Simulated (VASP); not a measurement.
Runs of VASP 6.6.1 on BeS. The structure is that of space group F-43m (No. 216), or close to it. The cells are those of the table. 

```csv
task,level,cell,k mesh,cutoff (eV),smearing,grid for exact exchange (PRECFOCK),screening parameter,gap on the mesh (eV),pressure (GPa)
relaxation of cell and atoms,r2SCAN,"relaxed from a = 3.448 Å, angles 60.0°, 2 atoms",8 × 8 × 8,600,fermi-dirac 0.02 eV,-,-,3.60,0.0
single point,PBE0,"a = 3.443 Å, angles 60.0°, 2 atoms",6 × 6 × 6,520,gaussian 0.01 eV,Normal,-,4.80,-1.1
dielectric tensor,r2SCAN,"a = 3.443 Å, angles 60.0°, 2 atoms",8 × 8 × 8,520,gaussian 0.01 eV,-,-,3.60,-
single point,r2SCAN,"a = 3.443 Å, angles 60.0°, 2 atoms",8 × 8 × 8,520,fermi-dirac 0.02 eV,-,-,3.60,0.3
single point,HSE06,"a = 3.443 Å, angles 60.0°, 2 atoms",6 × 6 × 6,520,gaussian 0.01 eV,Normal,0.2079 1/Å,4.08,-1.1
single point,PBE,"a = 3.443 Å, angles 60.0°, 2 atoms",10 × 10 × 10,520,fermi-dirac 0.02 eV,-,-,(a),0.4
single point,r2SCAN,"a = 3.443 Å, angles 60.0°, 2 atoms",10 × 10 × 10,520,gaussian 0.01 eV,-,-,3.60,0.3
```

Alike in all rows: potentials or basis VASP PAW PBE potentials, release 64 (Be, S); no spin polarisation.

Q: Estimate the missing entries.

A: (a) 3.14.

Caveats: the PAW data sets were made with another functional, which shifts forces and pressure a little (some runs).

A k mesh can miss the band edges.
